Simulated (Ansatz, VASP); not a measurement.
One calculation of TaRu, two programs

```
Ta Ru
1.0
     3.20811    0.00000    0.00000
     0.00000    3.20811    0.00000
     0.00000    0.00000    3.20811
Ta Ru
1 1
Cartesian
  1.6041 1.6041 1.6041
  0.0000 0.0000 0.0000
```

Change from the starting cell: volume scaled by 1.02.

Alike in both runs: task single point; functional LDA; k mesh 13 × 13 × 13; occupations fermi-dirac, width 0.03 eV; no spin polarisation.

```csv
,VASP,Ansatz
version,VASP 6.6.1,Ansatz 0.2.0
potentials or method,"VASP PAW LDA potentials, release 64 (Ta_pv, Ru_pv), cutoff 520 eV","all-electron LAPW, scalar-relativistic"
```

```tsv
	VASP	Ansatz	Ansatz less VASP
pressure (GPa)	-19.6	-20.2	-0.59
```

LDA's correlation is that of Perdew and Zunger in VASP and of Perdew and Wang (1992) in Ansatz. Ansatz ran all-electron here, and VASP with PAW potentials.

Spin-orbit coupling is off throughout.
